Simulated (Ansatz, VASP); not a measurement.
## C: VASP beside Ansatz

```
C
1.0
     0.00000    2.44487    0.00000
    -2.11730    1.22243    0.01160
     0.05877    0.00000    9.83871
C
6
Direct
  0.50000 0.00001 0.16928
  0.83332 0.33336 0.84611
  0.16666 0.66668 0.50769
  0.49999 0.00002 0.50759
  0.83333 0.33334 0.16917
  0.16665 0.66670 0.84600
```

Alike in both runs: task single point; functional LDA; k mesh 12 × 12 × 3; occupations gaussian, width 0.05 eV; no spin polarisation.

|  | VASP | Ansatz |
| --- | --- | --- |
| version | VASP 6.6.1 | Ansatz 0.2.0 |
| potentials or method | VASP PAW LDA potentials, release 64 (C), cutoff 520 eV | scalar-relativistic, plane waves, PAW |
| valence electrons in the cell | 24 | 24 |

Ansatz gave:

- gap on the k mesh at the Fermi level (eV): 0.69
- least direct gap on the mesh (eV): 0.69
- pressure (GPa): 0.1
- traceless stress, the component that is largest in VASP (GPa): 0.22
- rms of the force components (eV/Å): 0.017

Question: Estimate VASP's values.

Answer: gap on the k mesh at the Fermi level (eV): 0.69; least direct gap on the mesh (eV): 0.69; pressure (GPa): 1.0; traceless stress, the component that is largest in VASP (GPa): -0.73; rms of the force components (eV/Å): 0.018.

LDA's correlation is that of Perdew and Zunger in VASP and of Perdew and Wang (1992) in Ansatz. Atom by atom the forces differ by 0.000 eV/Å (rms over components).
